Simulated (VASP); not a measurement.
Si, 8 atoms in the cell. The structure is hexagonal, space group P6mm (No. 183). The conventional cell has a = 5.284 Å, b = 5.284 Å, c = 4.994 Å, α = 90.00°, β = 90.00°, γ = 120.00°. Within 3.2 Å of Si (site symmetry 6mm) lie 8 Si at 2.45 to 2.64 Å. Within 3.2 Å of Si (site symmetry 6mm) lie 8 Si at 2.45 to 2.64 Å. Within 3.3 Å of Si (site symmetry 2mm) lie 8 Si at 2.50 to 2.64 Å. Si (site symmetry 2mm) has 8 Si at 2.50 to 2.64 Å within 3.3 Å.  This cell differs from its parent crystal: atom 1 (Si) moved +0.050 Å towards its neighbour atom 2 (Si) at 2.497 Å.

```yaml
Program: VASP 6.6.1
Task: single point
Functional: PBE
Potentials_or_basis: VASP PAW PBE potentials, release 64 (Si)
Cutoff: 520 eV
k_mesh: 12 × 12 × 12
Occupations: gaussian, width 0.15 eV
Spin: no spin polarisation
Dipole_correction: no
Further_INCAR_settings: ALGO = Normal; EDIFF = 1e-06; NBANDS = 26
```

Potentials or basis: VASP PAW PBE potentials, release 64 (Si).

The run is started by

```console
$ cat potpaw_PBE.64/Si/POTCAR > POTCAR
$ mpirun -np 1 vasp_std > vasp.out
```

Hardware: 1 thread of Intel(R) Xeon(R) Platinum 8559C (Emerald Rapids), with other jobs on the host.

Problem. How long does it take, and how much memory?

Solution. It took 2.9 min on 1 thread of Intel(R) Xeon(R) Platinum 8559C (Emerald Rapids), with other jobs on the host, peak memory 0.41 GiB. Counts: scf iterations 10, k points 133.
